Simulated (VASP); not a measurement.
# GaPt (P2_13) in VASP: single point with LDA

Aim: the single point of GaPt with LDA.

All numbers are computed with VASP 6.6.1; they aren't measurements. Logs are shortened: lines on timing, memory, paths and dates and some standing lists are left out, and cuts for length are marked.

## Step 1: The cell of the first run

Symmetry: P2_13, No. 198, cubic system. Conventional cell: a = 4.864 Å, b = 4.864 Å, c = 4.864 Å, α = 90.00°, β = 90.00°, γ = 90.00°. Within 3.4 Å of Ga (site symmetry 3) lie 7 Pt at 2.57 to 2.65 Å and 6 Ga at 3.01 Å. Within 3.4 Å of Pt (site symmetry 3) lie 7 Ga at 2.57 to 2.65 Å and 6 Pt at 3.00 Å.

## Step 2: Single point, LDA

Contents of INCAR:

```
SYSTEM = GaPt
PREC     = Accurate       ! precision mode
ENCUT    = 520            ! plane-wave cutoff, eV
EDIFF    = 1E-6           ! SCF threshold, eV
ISMEAR   = 0              ! smearing method
SIGMA    = 0.1            ! smearing width, eV
LREAL    = .False.        ! projectors in reciprocal space
LASPH    = .True.         ! aspherical terms in the spheres
NELM     = 60             ! most SCF steps
ALGO     = Fast           ! electronic algorithm
ISIF     = 2              ! what is computed and relaxed
LWAVE    = .False.        ! write WAVECAR
LCHARG   = .True.         ! write CHGCAR
GGA      = CA             ! functional
LELF     = .True.         ! ELF
LVHAR    = .True.       
NBANDS   = 56             ! bands
```

Contents of KPOINTS:

```
regular mesh
0
Gamma
  8 8 8
  0 0 0
```

Contents of POSCAR:

```
GaPt
1.0
    4.8641324421      0.0000000000      0.0000000000
    0.0000000000      4.8641324421      0.0000000000
    0.0000000000      0.0000000000      4.8641324421
Ga Pt
4 4
Direct
    0.0931587254      0.0931587254      0.0931587254
    0.4068412746      0.9068412746      0.5931587254
    0.9068412746      0.5931587254      0.4068412746
    0.5931587254      0.4068412746      0.9068412746
    0.3986905000      0.3986905000      0.3986905000
    0.1013095000      0.6013095000      0.8986905000
    0.6013095000      0.8986905000      0.1013095000
    0.8986905000      0.1013095000      0.6013095000
```

Potentials or basis: VASP PAW LDA potentials, release 64 (Ga_d, Pt).

Launch:

```sh
$ cat potpaw_LDA.64/Ga_d/POTCAR potpaw_LDA.64/Pt/POTCAR > POTCAR
$ mpirun -np 1 vasp_std > vasp.out
```

OUTCAR:

```text
SYSTEM = GaPt
   PREC = Accurate
   ENCUT = 520
   EDIFF = 1E-6
   ISMEAR = 0
   LREAL = .False.
   LASPH = .True.
   NELM = 60
   ISIF = 2
   GGA = CA

 ion  position               nearest neighbor table
   1  0.093  0.093  0.093-   6 2.57   7 2.57   8 2.57   5 2.57   6 2.65   8 2.65   7 2.65
   2  0.407  0.907  0.593-   5 2.57   7 2.57   8 2.57   6 2.57   7 2.65   5 2.65   8 2.65
   3  0.907  0.593  0.407-   5 2.57   6 2.57   8 2.57   7 2.57   8 2.65   6 2.65   5 2.65
   4  0.593  0.407  0.907-   5 2.57   6 2.57   7 2.57   8 2.57   6 2.65   5 2.65   7 2.65
   5  0.399  0.399  0.399-   2 2.57   3 2.57   4 2.57   1 2.57   2 2.65   4 2.65   3 2.65   6 3.00
                             7 3.00   8 3.00   6 3.00   7 3.00   8 3.00
   6  0.101  0.601  0.899-   1 2.57   3 2.57   4 2.57   2 2.57   3 2.65   1 2.65   4 2.65   8 3.00
                             5 3.00   5 3.00   8 3.00   7 3.00   7 3.00
   7  0.601  0.899  0.101-   1 2.57   2 2.57   4 2.57   3 2.57   4 2.65   2 2.65   1 2.65   8 3.00
                             5 3.00   8 3.00   5 3.00   6 3.00   6 3.00
   8  0.899  0.101  0.601-   1 2.57   2 2.57   3 2.57   4 2.57   2 2.65   1 2.65   3 2.65   7 3.00
                             5 3.00   7 3.00   6 3.00   6 3.00   5 3.00

  LATTYP: Found a simple cubic cell.
 ALAT       =     4.8641324421

  Lattice vectors:

 A1 = (   4.8641324421,   0.0000000000,   0.0000000000)
 A2 = (   0.0000000000,   4.8641324421,   0.0000000000)
 A3 = (   0.0000000000,   0.0000000000,   4.8641324421)

Analysis of symmetry for initial positions (statically):
=====================================================================
 Subroutine PRICEL returns:
 Original cell was already a primitive cell.

 Routine SETGRP: Setting up the symmetry group for a
 simple cubic supercell.

 Subroutine GETGRP returns: Found 12 space group operations
 (whereof  3 operations were pure point group operations)
 out of a pool of 48 trial point group operations.

The static configuration has the point symmetry C_3 .
 The point group associated with its full space group is T   .

Analysis of symmetry for dynamics (positions and initial velocities):
=====================================================================
 Subroutine PRICEL returns:
 Original cell was already a primitive cell.

 Routine SETGRP: Setting up the symmetry group for a
 simple cubic supercell.

 Subroutine GETGRP returns: Found 12 space group operations
 (whereof  3 operations were pure point group operations)
 out of a pool of 48 trial point group operations.

The dynamic configuration has the point symmetry C_3 .
 The point group associated with its full space group is T   .

 Subroutine INISYM returns: Found 12 space group operations
 (whereof  3 operations are pure point group operations),
 and found     1 'primitive' translations

----------------------------------------------------------------------------------------

                                     Primitive cell

  volume of cell :     115.0843

  direct lattice vectors                    reciprocal lattice vectors
     4.864132442  0.000000000  0.000000000     0.205586507  0.000000000  0.000000000
     0.000000000  4.864132442  0.000000000     0.000000000  0.205586507  0.000000000
     0.000000000  0.000000000  4.864132442     0.000000000  0.000000000  0.205586507

  length of vectors
     4.864132442  4.864132442  4.864132442     0.205586507  0.205586507  0.205586507

  position of ions in fractional coordinates (direct lattice)
     0.093158725  0.093158725  0.093158725
     0.406841275  0.906841275  0.593158725
     0.906841275  0.593158725  0.406841275
     0.593158725  0.406841275  0.906841275
     0.398690500  0.398690500  0.398690500
     0.101309500  0.601309500  0.898690500
     0.601309500  0.898690500  0.101309500
     0.898690500  0.101309500  0.601309500

  ion indices of the primitive-cell ions
   primitive index   ion index
                 1           1
                 2           2
                 3           3
                 4           4
                 5           5
                 6           6
                 7           7
                 8           8

----------------------------------------------------------------------------------------

 KPOINTS: regular mesh

Automatic generation of k-mesh.
 Grid dimensions read from file:
 generate k-points for:    8    8    8

 Generating k-lattice:

  Cartesian coordinates                     Fractional coordinates (reciprocal lattice)
     0.025698313  0.000000000  0.000000000     0.125000000  0.000000000  0.000000000
     0.000000000  0.025698313  0.000000000     0.000000000  0.125000000  0.000000000
     0.000000000  0.000000000  0.025698313     0.000000000  0.000000000  0.125000000

  Length of vectors
     0.025698313  0.025698313  0.025698313

  Shift w.r.t. Gamma in fractional coordinates (k-lattice)
     0.000000000  0.000000000  0.000000000

 Subroutine IBZKPT returns following result:
 ===========================================

 Found     45 irreducible k-points:

 Following reciprocal coordinates:
            Coordinates               Weight
  0.000000  0.000000  0.000000      1.000000
  0.125000  0.000000  0.000000      6.000000
  0.250000  0.000000  0.000000      6.000000
  0.375000  0.000000  0.000000      6.000000
  0.500000  0.000000  0.000000      3.000000
  0.125000  0.125000  0.000000     12.000000
[... 16 lines left out ...]
  0.250000  0.125000  0.125000     24.000000
  0.375000  0.125000  0.125000     24.000000
 [... further k-points ...]
   k-points           NKPTS =     45   k-points in BZ     NKDIM =     45   number of bands    NBANDS=     56
   number of dos      NEDOS =    301   number of ions     NIONS =      8
   total plane-waves  NPLWV =  46656
   dimension x,y,z NGX =    36 NGY =   36 NGZ =   36
   dimension x,y,z NGXF=    72 NGYF=   72 NGZF=   72
   ions per type =               4   4
   NGX,Y,Z   is equivalent  to a cutoff of  12.30, 12.30, 12.30 a.u.
   NGXF,Y,Z  is equivalent  to a cutoff of  24.61, 24.61, 24.61 a.u.
 SYSTEM =  GaPt
   PREC   = accura    normal or accurate (medium, high low for compatibility)
   ISTART =      0    job   : 0-new  1-cont  2-samecut
   ICHARG =      2    charge: 1-file 2-atom 10-const
   ISPIN  =      1    spin polarized calculation?
   LNONCOLLINEAR =      F non collinear calculations
   LSORBIT =      F    spin-orbit coupling
   LASPH  =      T    aspherical Exc in radial PAW
   ENCUT  =  520.0 eV  38.22 Ry    6.18 a.u.   9.04  9.04  9.04*2*pi/ulx,y,z
   NELM   =     60;   NELMIN=  2; NELMDL= -5     # of ELM steps
   EDIFF  = 0.1E-05   stopping-criterion for ELM
   LREAL  =      F    real-space projection
   EDIFFG = 0.1E-04   stopping-criterion for IOM
   NSW    =      0    number of steps for IOM
   IBRION =     -1    ionic relax: 0-MD 1-quasi-New 2-CG
   NFREE  =      0    steps in history (QN), initial steepest desc. (CG)
   ISIF   =      2    stress and relaxation
   ISYM   =      2    0-nonsym 1-usesym 2-fastsym
   POTIM  = 0.5000    time-step for ionic-motion
   TEBEG  =    0.0;   TEEND  =   0.0 temperature during run
   PSTRESS=    0.0 pullay stress
   NELECT =      92.0000    total number of electrons
   NUPDOWN=      -1.0000    fix difference up-down
   EMIN   =  10.00;   EMAX   =-10.00  energy-range for DOS
   EFERMI =   0.00;   METHOD = LEGACY
   ISMEAR =     0;   SIGMA  =   0.10  broadening in eV -4-tet -1-fermi 0-gaus
   EFERMI_NEDOS =   21; number of points for ismear=-14 and -15
   IALGO  =     68    algorithm
   IMIX   =      4    mixing-type and parameters
     AMIX     =   0.40;   BMIX     =  1.00
     AMIX_MAG =   1.60;   BMIX_MAG =  1.00
  volume/ion in A,a.u.               =      14.39        97.08
  Fermi-wavevector in a.u.,A,eV,Ry     =   1.519376  2.871205 31.409113  2.308505
  Thomas-Fermi vector in A             =   2.628371
   LORBIT       =      0    0 simple, 1 ext, 2 COOP (PROOUT), +10 PAW based schemes
   GGA     = CA    functional components
   LHFCALC =     F    Hartree Fock is set to
   AEXX    =    0.0000 exact exchange contribution
   IVDW    =     0    specifies the selected vdW correction
   LEPSILON=     F    determine dielectric tensor
   LRPA    =     F    only Hartree local field effects (RPA)
 non-spin polarized calculation
 RMM-DIIS sequential band-by-band and
 Gauss-broadening in eV      SIGMA  =   0.10
  energy-cutoff  :      520.00
  volume of cell :      115.08
 maximum number of plane-waves:      3136
   NGX = 19   NGY = 19   NGZ = 19

 number of electron      91.9999982 magnetization

 Free energy of the ion-electron system (eV)
  ---------------------------------------------------
  ext. energy  EPLUGINS =         0.00000000
  ---------------------------------------------------
  free energy    TOTEN  =       -49.75651054 eV

  energy without entropy =      -49.74768103  energy(sigma->0) =      -49.75209579

 E-fermi :  10.0182     XC(G=0): -13.3692

 val. band max:        9.9821223591   @ k =   0.3750   0.3750   0.0000
 cond. band min:      10.0226951696   @ k =   0.5000   0.3750   0.0000
 fundamental gap:      0.0405728105
 Fermi energy:        10.0181993902

 k-point     1 :       0.0000    0.0000    0.0000
  band No.  band energies     occupation
      1      -5.1623      2.00000
      2      -5.1623      2.00000
      3      -5.1623      2.00000
      4      -5.1445      2.00000
      5      -5.1445      2.00000
      6      -5.1445      2.00000
[... 48 lines left out ...]
     55      15.0968      0.00000
     56      15.0981      0.00000

 k-point     2 :       0.1250    0.0000    0.0000
  band No.  band energies     occupation
      1      -5.1710      2.00000
      2      -5.1671      2.00000
      3      -5.1579      2.00000
      4      -5.1481      2.00000
      5      -5.1452      2.00000
      6      -5.1321      2.00000
[... 48 lines left out ...]
     55      15.2943      0.00000
     56      15.8857      0.00000
[... 1237 lines left out ...]
     55      15.5876      0.00000
     56      16.1796      0.00000

 k-point    24 :       0.3750    0.1250    0.1250
  band No.  band energies     occupation
      1      -5.1900      2.00000
      2      -5.1791      2.00000
      3      -5.1654      2.00000
      4      -5.1487      2.00000
      5      -5.1258      2.00000
      6      -5.1089      2.00000
[... 48 lines left out ...]
     55      15.6958      0.00000
     56      16.5758      0.00000

 [... further k-points ...]

------------------------ aborting loop because EDIFF is reached ----------------------------------------

  FORCE on cell =-STRESS in cart. coord.  units (eV):
  Direction    XX          YY          ZZ          XY          YZ          ZX
  --------------------------------------------------------------------------------------
  -------------------------------------------------------------------------------------
  Total        0.5972948      0.5972948      0.5972948     -0.0000000      0.0000000      0.0000000
  in kB        8.3154006      8.3154006      8.3154006     -0.0000000      0.0000000      0.0000000
  external PRESSURE =       8.3154006 kB  Pullay stress =       0.0000000 kB

 VOLUME and BASIS-vectors are now :
 -----------------------------------------------------------------------------
  energy-cutoff  :      520.00
  volume of cell :      115.08
      direct lattice vectors                 reciprocal lattice vectors
     4.864132442  0.000000000  0.000000000     0.205586507  0.000000000  0.000000000
     0.000000000  4.864132442  0.000000000     0.000000000  0.205586507  0.000000000
     0.000000000  0.000000000  4.864132442     0.000000000  0.000000000  0.205586507

 POSITION                                       TOTAL-FORCE (eV/Angst)
 -----------------------------------------------------------------------------------
      0.45314      0.45314      0.45314         0.002726      0.002726      0.002726
      1.97893      4.41100      2.88520        -0.002726     -0.002726      0.002726
      4.41100      2.88520      1.97893        -0.002726      0.002726     -0.002726
      2.88520      1.97893      4.41100         0.002726     -0.002726     -0.002726
      1.93928      1.93928      1.93928         0.000459      0.000459      0.000459
      0.49278      2.92485      4.37135        -0.000459     -0.000459      0.000459
      2.92485      4.37135      0.49278        -0.000459      0.000459     -0.000459
      4.37135      0.49278      2.92485         0.000459     -0.000459     -0.000459
 -----------------------------------------------------------------------------------
    total drift:                                0.000000     -0.000000      0.000000

  FREE ENERGIE OF THE ION-ELECTRON SYSTEM (eV)
  ---------------------------------------------------
  free  energy   TOTEN  =       -49.7565105413 eV

  energy  without entropy=      -49.7476810303  energy(sigma->0) =      -49.75209579
```

Wall time 7.1 min (1 thread of AMD EPYC 7R43 (Zen 3), shared host); peak memory 0.28 GiB.

What came out:

```
Free energy            : -49.7565 eV
Pressure               : 0.8 GPa
Largest force          : 0.005 eV/Å
Band gap on the k mesh : zero (bands 46 and 47 overlap by 1.22 eV)
```

Forces in eV/Å, atoms in the order of the input:
```
Ga   0.003  0.003  0.003
Ga  -0.003 -0.003  0.003
Ga  -0.003  0.003 -0.003
Ga   0.003 -0.003 -0.003
Pt   0.000  0.000  0.000
Pt   0.000  0.000  0.000
Pt   0.000  0.000  0.000
Pt   0.000  0.000  0.000
```

Caveat: spin-orbit coupling is left out, which moves the levels of the heavy elements.

The gap in the log of VASP goes by the Fermi energy; the results here count the filled bands.